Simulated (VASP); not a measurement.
Write the native input for VASP 6.6.1 that does the following.

```
Task                   : single point
Functional             : PBE
Potentials or basis    : VASP PAW PBE potentials, release 64 (Pb_d, S, C, O)
Cutoff                 : 520 eV
k mesh                 : 3 × 3 × 1
Occupations            : gaussian, width 0.05 eV
Spin                   : no spin polarisation
Dipole correction      : yes
Further INCAR settings : LREAL = Auto; ALGO = Normal; EDIFF = 1e-06; NBANDS = 100
```

The structure of Pb8CS8O lies in POSCAR:

```
Pb8CS8O
1.0
    8.4980431765      0.0000000000      0.0000000000
    0.0000000000      8.4980431765      0.0000000000
    0.0000000000      0.0000000000     20.7166259994
Pb S C O
8 8 1 1
Direct
    0.2500000000      0.2500000000      0.1930816341
    0.2500000000      0.7500000000      0.1930816341
    0.7500000000      0.2500000000      0.1930816341
    0.7500000000      0.7500000000      0.1930816341
    0.0000000000      0.0000000000      0.3242142808
    0.0000000000      0.5000000000      0.3242142808
    0.5000000000      0.0000000000      0.3242142808
    0.5000000000      0.5000000000      0.3242142808
    0.0000000000      0.0000000000      0.1930816341
    0.0000000000      0.5000000000      0.1930816341
    0.5000000000      0.0000000000      0.1930816341
    0.5000000000      0.5000000000      0.1930816341
    0.2500000000      0.2500000000      0.3230985962
    0.2500000000      0.7500000000      0.3230985962
    0.7500000000      0.2500000000      0.3230985962
    0.7500000000      0.7500000000      0.3230985962
    0.6829257350      0.0000000000      0.4979877515
    0.8170742650      0.0000000000      0.4979877515
```

These files were run (other wordings do the same):

INCAR

```
ALGO     = Normal         # electronic algorithm
DIPOL    = 0.5 0.5 0.285
EDIFF    = 1E-6           # SCF threshold, eV
ENCUT    = 520            # plane-wave cutoff, eV
GGA      = PE             # functional
IDIPOL   = 3            
ISIF     = 2              # what is computed and relaxed
ISMEAR   = 0              # smearing method
LASPH    = True           # aspherical terms in the spheres
LCHARG   = False          # write CHGCAR
LDIPOL   = True         
LREAL    = Auto         
LWAVE    = False          # write WAVECAR
NBANDS   = 100            # bands
NELM     = 100            # most SCF steps
PREC     = Accurate       # precision mode
SIGMA    = 0.05           # smearing width, eV
```

KPOINTS

```
k-points
0
Gamma
  3 3 1
```

Potentials or basis: VASP PAW PBE potentials, release 64 (Pb_d, S, C, O).

Launch:

```bash
$ cat potpaw_PBE.64/Pb_d/POTCAR potpaw_PBE.64/S/POTCAR potpaw_PBE.64/C/POTCAR potpaw_PBE.64/O/POTCAR > POTCAR
$ mpirun -np 1 vasp_std > vasp.out
```

It gave:

```
Largest force          : 0.404 eV/Å
Band gap on the k mesh : 1.84 eV
```

Caveat: spin-orbit coupling is left out, which moves the levels of the heavy elements.

Wall time 46 min on 1 thread of Intel Xeon 8259CL, on a shared host, peak memory 1.4 GiB.
